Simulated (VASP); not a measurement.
## Be4InCu: single point with PBE

The system is Be4InCu.

```xyz
6
Lattice="0.0000 3.1920 3.1920 3.1920 0.0000 3.1920 3.1920 3.1920 0.0000" Properties=species:S:1:pos:R:3 pbc="T T T"
Be    2.3639    2.4580    2.3004
Be    2.3171    3.8122    4.0336
Be    4.0340    3.9865    2.4327
Be    4.0195    2.5427    3.9494
In    0.0013    0.0093    0.0140
Cu    4.7775    4.7627    4.7710
```

```yaml
Program: VASP 6.6.1
Task: single point
Functional: PBE
Potentials_or_basis: VASP PAW PBE potentials, release 64 (Be, In_d, Cu)
Cutoff: 520 eV
k_mesh: 2 × 2 × 2
Occupations: fermi-dirac, width 0.1 eV
Spin: no spin polarisation
Dipole_correction: no
Further_INCAR_settings: ALGO = Normal; EDIFF = 1e-06; NBANDS = 25
```

| Item | Value |
| --- | --- |
| Pressure | 2.6 GPa |
| Largest force | 1.123 eV/Å |
| Band gap on the k mesh | zero (band 16 reaches 8.90 eV, above the bottom of band 17 at 8.19 eV) |

Forces on the atoms (eV/Å):
```
Be   0.290 -0.276  0.572
Be   0.328  0.997 -0.349
Be  -0.485  0.236 -0.365
Be  -0.156 -1.086  0.242
In   0.020  0.081 -0.101
Cu   0.003  0.048  0.001
```

Stress tensor (GPa, compression positive):
```
 3.98 -1.43  0.16
-1.43  0.37 -0.75
 0.16 -0.75  3.60
```

Levels at points of the mesh, in eV from the Fermi level:
```csv
k point,band 13,band 14,band 15,band 16,band 17,band 18,band 19,band 20
"(0.00, 0.00, 0.00)",-1.42,-1.30,-1.23,0.67,1.14,1.17,1.28,2.38
"(0.50, 0.00, 0.00)",-3.20,-2.34,-2.25,-0.07,0.04,0.63,3.97,4.56
"(0.00, 0.50, 0.00)",-3.18,-2.31,-2.26,-0.10,0.01,0.59,4.13,4.49
"(0.00, 0.00, 0.50)",-3.16,-2.30,-2.25,-0.10,-0.04,0.64,4.01,4.46
"(0.50, 0.50, 0.50)",-3.14,-2.34,-2.21,-0.13,-0.04,0.61,4.32,4.47
"(0.50, 0.50, 0.00)",-3.77,-3.71,-2.89,-2.40,4.27,4.86,4.88,5.24
"(0.00, 0.50, 0.50)",-3.75,-3.71,-2.90,-2.39,4.26,4.72,5.04,5.36
"(0.50, 0.00, 0.50)",-3.77,-3.76,-2.81,-2.41,4.19,4.63,4.95,5.02
```

Wall time 29 s on 1 thread of Intel(R) Xeon(R) Platinum 8124M CPU @ 3.00GHz (Skylake/Cascade Lake) (shared host), peak memory 0.21 GiB.

Caveat: the k points lie up to 0.85 Å⁻¹ apart; spin-orbit coupling is left out, which moves the levels of the heavy elements; forces of over 1 eV/Å act on the atoms, so gaps and moduli don't describe the material at rest.
